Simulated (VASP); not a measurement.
Li, 1 atom in the cell. Symmetry: Fm-3m, No. 225, cubic system. The conventional cell has a = 3.439 Å, b = 3.439 Å, c = 3.439 Å, α = 90.00°, β = 90.00°, γ = 90.00°. Within 3.2 Å of Li (site symmetry m-3m) lie 12 Li at 2.43 Å. 

- Program: VASP 6.6.1
- Task: single point
- Functional: PBE
- Potentials or basis: VASP PAW PBE potentials, release 64 (Li_sv)
- Cutoff: 520 eV
- k mesh: 19 × 19 × 19
- Occupations: fermi-dirac, width 0.08 eV
- Spin: no spin polarisation
- Dipole correction: no
- Further INCAR settings: ALGO = Normal; EDIFF = 1e-06; NBANDS = 8

Potentials or basis: VASP PAW PBE potentials, release 64 (Li_sv).

The run is started by

```sh
$ cat potpaw_PBE.64/Li_sv/POTCAR > POTCAR
$ mpirun -np 1 vasp_std > vasp.out
```

Hardware: 1 thread of Intel(R) Xeon(R) Platinum 8559C (Emerald Rapids), with other jobs on the host.

Problem. How long does it take, and how much memory?

Solution. Run time: 7.7 s on 1 thread of Intel(R) Xeon(R) Platinum 8559C (Emerald Rapids) (shared host), peak memory 0.12 GiB. Counts: scf iterations 10, k points 220.
